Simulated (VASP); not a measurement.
# AlAs (gwk) (F-43m) in VASP: single point with PBE

Aim: the single point of AlAs (gwk) with PBE.

Everything below comes from runs of VASP 6.6.1. Logs are shortened: lines on timing, memory, paths and dates and some standing lists are left out, and cuts for length are marked.

## (1) The cell of the first run

It takes space group F-43m (No. 216, cubic). Conventional cell: a = 5.675 Å, b = 5.675 Å, c = 5.675 Å, α = 90.00°, β = 90.00°, γ = 90.00°. Within 3.2 Å of Al (site symmetry -43m) lie 4 As at 2.46 Å. Within 3.2 Å of As (site symmetry -43m) lie 4 Al at 2.46 Å.

## (2) Single point, PBE

The input, INCAR:

```
SYSTEM = AlAs
  PREC = Accurate
  ENCUT = 500
  EDIFF = 1E-6
  ISMEAR = 0
  SIGMA = 0.01
  LREAL = .False.
  LASPH = .True.
  NELM = 120
  ALGO = Normal
  ISIF = 2
  LWAVE = .False.
  LCHARG = .True.
  GGA = PE
  LELF = .True.
  LVHAR = .True.
  NBANDS = 11
  GGA_COMPAT = .False.
```

The input, KPOINTS:

```
Automatic mesh
0
Gamma
  6 6 6
  0 0 0
```

The input, POSCAR:

```
AlAs
1.0
    0.0000000000      2.8372982408      2.8372982408
    2.8372982408      0.0000000000      2.8372982408
    2.8372982408      2.8372982408      0.0000000000
Al As
1 1
Direct
    0.0000000000      0.0000000000      0.0000000000
    0.2500000000      0.2500000000      0.2500000000
```

Potentials or basis: VASP PAW PBE potentials, release 64 (Al, As).

Launch:

```sh
$ cat potpaw_PBE.64/Al/POTCAR potpaw_PBE.64/As/POTCAR > POTCAR
$ mpirun -np 1 vasp_std > vasp.out
```

OUTCAR:

```text
SYSTEM = AlAs
   PREC = Accurate
   ENCUT = 500
   EDIFF = 1E-6
   ISMEAR = 0
   LREAL = .False.
   LASPH = .True.
   NELM = 120
   ISIF = 2
   GGA = PE

 ion  position               nearest neighbor table
   1  0.000  0.000  0.000-   2 2.46   2 2.46   2 2.46   2 2.46
   2  0.250  0.250  0.250-   1 2.46   1 2.46   1 2.46   1 2.46

  LATTYP: Found a face centered cubic cell.
 ALAT       =     5.6745964816

  Lattice vectors:

 A1 = (   0.0000000000,   2.8372982408,   2.8372982408)
 A2 = (   2.8372982408,   0.0000000000,   2.8372982408)
 A3 = (   2.8372982408,   2.8372982408,   0.0000000000)

Analysis of symmetry for initial positions (statically):
=====================================================================
 Subroutine PRICEL returns:
 Original cell was already a primitive cell.

 Routine SETGRP: Setting up the symmetry group for a
 face centered cubic supercell.

 Subroutine GETGRP returns: Found 24 space group operations
 (whereof 24 operations were pure point group operations)
 out of a pool of 48 trial point group operations.

The static configuration has the point symmetry T_d .

Analysis of symmetry for dynamics (positions and initial velocities):
=====================================================================
 Subroutine PRICEL returns:
 Original cell was already a primitive cell.

 Routine SETGRP: Setting up the symmetry group for a
 face centered cubic supercell.

 Subroutine GETGRP returns: Found 24 space group operations
 (whereof 24 operations were pure point group operations)
 out of a pool of 48 trial point group operations.

The dynamic configuration has the point symmetry T_d .

 Subroutine INISYM returns: Found 24 space group operations
 (whereof 24 operations are pure point group operations),
 and found     1 'primitive' translations

----------------------------------------------------------------------------------------

                                     Primitive cell

  volume of cell :      45.6820

  direct lattice vectors                    reciprocal lattice vectors
     0.000000000  2.837298241  2.837298241    -0.176223984  0.176223984  0.176223984
     2.837298241  0.000000000  2.837298241     0.176223984 -0.176223984  0.176223984
     2.837298241  2.837298241  0.000000000     0.176223984  0.176223984 -0.176223984

  length of vectors
     4.012545653  4.012545653  4.012545653     0.305228894  0.305228894  0.305228894

  position of ions in fractional coordinates (direct lattice)
     0.000000000  0.000000000  0.000000000
     0.250000000  0.250000000  0.250000000

  ion indices of the primitive-cell ions
   primitive index   ion index
                 1           1
                 2           2

----------------------------------------------------------------------------------------

 KPOINTS: Automatic mesh

Automatic generation of k-mesh.
 Grid dimensions read from file:
 generate k-points for:    6    6    6

 Generating k-lattice:

  Cartesian coordinates                     Fractional coordinates (reciprocal lattice)
    -0.029370664  0.029370664  0.029370664     0.166666667  0.000000000  0.000000000
     0.029370664 -0.029370664  0.029370664     0.000000000  0.166666667  0.000000000
     0.029370664  0.029370664 -0.029370664     0.000000000  0.000000000  0.166666667

  Length of vectors
     0.050871482  0.050871482  0.050871482

  Shift w.r.t. Gamma in fractional coordinates (k-lattice)
     0.000000000  0.000000000  0.000000000

 Subroutine IBZKPT returns following result:
 ===========================================

 Found     16 irreducible k-points:

 Following reciprocal coordinates:
            Coordinates               Weight
  0.000000  0.000000  0.000000      1.000000
  0.166667  0.000000  0.000000      8.000000
  0.333333  0.000000  0.000000      8.000000
  0.500000  0.000000  0.000000      4.000000
  0.166667  0.166667  0.000000      6.000000
  0.333333  0.166667  0.000000     24.000000
[... 8 lines left out ...]
 -0.333333  0.333333  0.166667     24.000000
 -0.333333  0.500000  0.166667     12.000000
   k-points           NKPTS =     16   k-points in BZ     NKDIM =     16   number of bands    NBANDS=     11
   number of dos      NEDOS =    301   number of ions     NIONS =      2
   total plane-waves  NPLWV =  27000
   dimension x,y,z NGX =    30 NGY =   30 NGZ =   30
   dimension x,y,z NGXF=    60 NGYF=   60 NGZF=   60
   ions per type =               1   1
   NGX,Y,Z   is equivalent  to a cutoff of  12.43, 12.43, 12.43 a.u.
   NGXF,Y,Z  is equivalent  to a cutoff of  24.86, 24.86, 24.86 a.u.
 SYSTEM =  AlAs
   PREC   = accura    normal or accurate (medium, high low for compatibility)
   ISTART =      0    job   : 0-new  1-cont  2-samecut
   ICHARG =      2    charge: 1-file 2-atom 10-const
   ISPIN  =      1    spin polarized calculation?
   LNONCOLLINEAR =      F non collinear calculations
   LSORBIT =      F    spin-orbit coupling
   LASPH  =      T    aspherical Exc in radial PAW
   ENCUT  =  500.0 eV  36.75 Ry    6.06 a.u.   7.32  7.32  7.32*2*pi/ulx,y,z
   NELM   =    120;   NELMIN=  2; NELMDL= -5     # of ELM steps
   EDIFF  = 0.1E-05   stopping-criterion for ELM
   LREAL  =      F    real-space projection
   EDIFFG = 0.1E-04   stopping-criterion for IOM
   NSW    =      0    number of steps for IOM
   IBRION =     -1    ionic relax: 0-MD 1-quasi-New 2-CG
   NFREE  =      0    steps in history (QN), initial steepest desc. (CG)
   ISIF   =      2    stress and relaxation
   ISYM   =      2    0-nonsym 1-usesym 2-fastsym
   POTIM  = 0.5000    time-step for ionic-motion
   TEBEG  =    0.0;   TEEND  =   0.0 temperature during run
   PSTRESS=    0.0 pullay stress
   NELECT =       8.0000    total number of electrons
   NUPDOWN=      -1.0000    fix difference up-down
   EMIN   =  10.00;   EMAX   =-10.00  energy-range for DOS
   EFERMI =   0.00;   METHOD = LEGACY
   ISMEAR =     0;   SIGMA  =   0.01  broadening in eV -4-tet -1-fermi 0-gaus
   EFERMI_NEDOS =   21; number of points for ismear=-14 and -15
   IALGO  =     38    algorithm
   IMIX   =      4    mixing-type and parameters
     AMIX     =   0.40;   BMIX     =  1.00
     AMIX_MAG =   1.60;   BMIX_MAG =  1.00
  volume/ion in A,a.u.               =      22.84       154.14
  Fermi-wavevector in a.u.,A,eV,Ry     =   0.915918  1.730834 11.414001  0.838905
  Thomas-Fermi vector in A             =   2.040714
   LORBIT       =      0    0 simple, 1 ext, 2 COOP (PROOUT), +10 PAW based schemes
   GGA     = PE    functional components
   LHFCALC =     F    Hartree Fock is set to
   AEXX    =    0.0000 exact exchange contribution
   IVDW    =     0    specifies the selected vdW correction
   LEPSILON=     F    determine dielectric tensor
   LRPA    =     F    only Hartree local field effects (RPA)
 non-spin polarized calculation
 Gauss-broadening in eV      SIGMA  =   0.01
  energy-cutoff  :      500.00
  volume of cell :       45.68
 maximum number of plane-waves:      1211
 NGX is ok and might be reduce to    30
   NGX = 15   NGY = 15   NGZ = 15

 number of electron       8.0000000 magnetization

 Free energy of the ion-electron system (eV)
  ---------------------------------------------------
  ext. energy  EPLUGINS =         0.00000000
  ---------------------------------------------------
  free energy    TOTEN  =        -9.36809161 eV

  energy without entropy =       -9.36809161  energy(sigma->0) =       -9.36809161

 E-fermi :   3.9341     XC(G=0):  -9.0106

 val. band max:        3.8327742788   @ k =   0.0000   0.0000   0.0000
 cond. band min:       5.2768521299   @ k =   0.5000   0.5000   0.0000
 fundamental gap:      1.4440778511
 Fermi energy:         3.9340643885

 k-point     1 :       0.0000    0.0000    0.0000
  band No.  band energies     occupation
      1      -7.9913      2.00000
      2       3.8328      2.00000
      3       3.8328      2.00000
      4       3.8328      2.00000
      5       5.8349      0.00000
      6       8.1037      0.00000
      7       8.1037      0.00000
      8       8.1037      0.00000
      9      12.6619      0.00000
     10      12.8265      0.00000
     11      12.8265      0.00000

 k-point     2 :       0.1667    0.0000    0.0000
  band No.  band energies     occupation
      1      -7.7254      2.00000
      2       1.7406      2.00000
      3       3.5712      2.00000
      4       3.5712      2.00000
      5       6.6206      0.00000
      6       8.5379      0.00000
      7       8.5379      0.00000
      8       8.9943      0.00000
      9      12.0511      0.00000
     10      12.0511      0.00000
     11      13.5420      0.00000

 k-point     3 :       0.3333    0.0000    0.0000
  band No.  band energies     occupation
      1      -7.0532      2.00000
      2      -0.6395      2.00000
      3       3.1728      2.00000
      4       3.1728      2.00000
      5       6.1720      0.00000
      6       8.6815      0.00000
      7       8.6815      0.00000
      8      11.2993      0.00000
      9      12.8534      0.00000
     10      12.8534      0.00000
     11      13.1649      0.00000

 k-point     4 :       0.5000    0.0000    0.0000
  band No.  band energies     occupation
      1      -6.5861      2.00000
      2      -1.7093      2.00000
      3       3.0119      2.00000
      4       3.0119      2.00000
      5       5.9465      0.00000
      6       8.5038      0.00000
      7       8.5038      0.00000
      8      11.5675      0.00000
      9      14.9678      0.00000
     10      15.3570      0.00000
     11      15.3570      0.00000
[... 127 lines left out ...]
 k-point    14 :       0.5000    0.3333    0.1667
  band No.  band energies     occupation
      1      -6.5329      2.00000
      2      -0.7910      2.00000
      3       1.1318      2.00000
      4       2.1971      2.00000
      5       7.4939      0.00000
      6       8.3547      0.00000
      7       8.9725      0.00000
      8      11.7180      0.00000
      9      13.0603      0.00000
     10      14.4919      0.00000
     11      16.7941      0.00000

 k-point    15 :      -0.3333    0.3333    0.1667
  band No.  band energies     occupation
      1      -6.1771      2.00000
      2      -1.2713      2.00000
      3       0.6830      2.00000
      4       1.8209      2.00000
      5       7.7569      0.00000
      6       8.4002      0.00000
      7      10.5086      0.00000
      8      11.2165      0.00000
      9      12.1461      0.00000
     10      15.2738      0.00000
     11      16.5505      0.00000

 k-point    16 :      -0.3333    0.5000    0.1667
  band No.  band energies     occupation
      1      -6.0182      2.00000
      2      -1.3430      2.00000
      3       0.9197      2.00000
      4       1.1643      2.00000
      5       7.0018      0.00000
      6       7.9306      0.00000
      7      10.9251      0.00000
      8      11.6217      0.00000
      9      14.3748      0.00000
     10      16.0710      0.00000
     11      16.3513      0.00000

------------------------ aborting loop because EDIFF is reached ----------------------------------------

  FORCE on cell =-STRESS in cart. coord.  units (eV):
  Direction    XX          YY          ZZ          XY          YZ          ZX
  --------------------------------------------------------------------------------------
  -------------------------------------------------------------------------------------
  Total        0.6327836      0.6327836      0.6327836      0.0000000     -0.0000000      0.0000000
  in kB       22.1932475     22.1932475     22.1932475      0.0000000     -0.0000000      0.0000000
  external PRESSURE =      22.1932475 kB  Pullay stress =       0.0000000 kB

 VOLUME and BASIS-vectors are now :
 -----------------------------------------------------------------------------
  energy-cutoff  :      500.00
  volume of cell :       45.68
      direct lattice vectors                 reciprocal lattice vectors
     0.000000000  2.837298241  2.837298241    -0.176223984  0.176223984  0.176223984
     2.837298241  0.000000000  2.837298241     0.176223984 -0.176223984  0.176223984
     2.837298241  2.837298241  0.000000000     0.176223984  0.176223984 -0.176223984

 POSITION                                       TOTAL-FORCE (eV/Angst)
 -----------------------------------------------------------------------------------
      0.00000      0.00000      0.00000        -0.000000     -0.000000     -0.000000
      1.41865      1.41865      1.41865         0.000000      0.000000      0.000000
 -----------------------------------------------------------------------------------
    total drift:                               -0.000000     -0.000000     -0.000000

  FREE ENERGIE OF THE ION-ELECTRON SYSTEM (eV)
  ---------------------------------------------------
  free  energy   TOTEN  =        -9.3680916073 eV

  energy  without entropy=       -9.3680916073  energy(sigma->0) =       -9.36809161
```

Wall time 15 s (1 thread of Intel Xeon 8259CL, shared host); peak memory 0.16 GiB.

Results:

```yaml
Free_energy: -9.3681 eV
Pressure: 2.2 GPa
Band_gap_on_the_k_mesh: 1.44 eV, indirect (least direct gap 2.00 eV)
```

A k mesh can miss the band edges. As with any semilocal functional, this PBE gap is likely too small.
